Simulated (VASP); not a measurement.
Mo:

```xyz
2
Lattice="0.0000 2.7608 2.7608 2.7608 0.0000 2.7608 2.7608 2.7608 0.0000" Properties=species:S:1:pos:R:3 pbc="T T T"
Mo    0.6902    0.6902    0.6902
Mo    4.8314    4.8314    4.8314
```

| Item | Value |
| --- | --- |
| Program | VASP 6.6.1 |
| Task | relaxation of cell and atoms |
| Functional | revPBE |
| Potentials or basis | VASP PAW PBE potentials, release 64 (Mo_sv) |
| Cutoff | 600 eV |
| k mesh | 10 × 10 × 10 |
| Occupations | fermi-dirac, width 0.1 eV |
| Spin | no spin polarisation |

At the start: pressure 13.7 GPa; volume 21.04 Å³/atom.

**Question.** Where does the relaxation end?

**Answer.** Over 4 steps the energy falls by 92.8 meV/atom and the volume is 23.44 Å³/atom (+11.4 %); space group Fd-3m (No. 227, to 0.05 Å).

The path:
```csv
step,energy change (eV),largest force (eV/Å),pressure (GPa),volume (Å³)
1,0.0000,0.0000,13.66,42.09
2,0.0842,0.0000,-10.78,53.99
3,-0.1854,0.0000,-0.34,47.02
4,-0.1856,0.0000,-0.04,46.89
```

Final structure:
```
CELL_PARAMETERS angstrom
0.00000 2.86203 2.86203
2.86203 0.00000 2.86203
2.86203 2.86203 0.00000
ATOMIC_POSITIONS crystal
Mo 0.12500 0.12500 0.12500
Mo 0.87500 0.87500 0.87500
```

Caveat: the PAW data sets were made with another functional, which shifts forces and pressure a little.
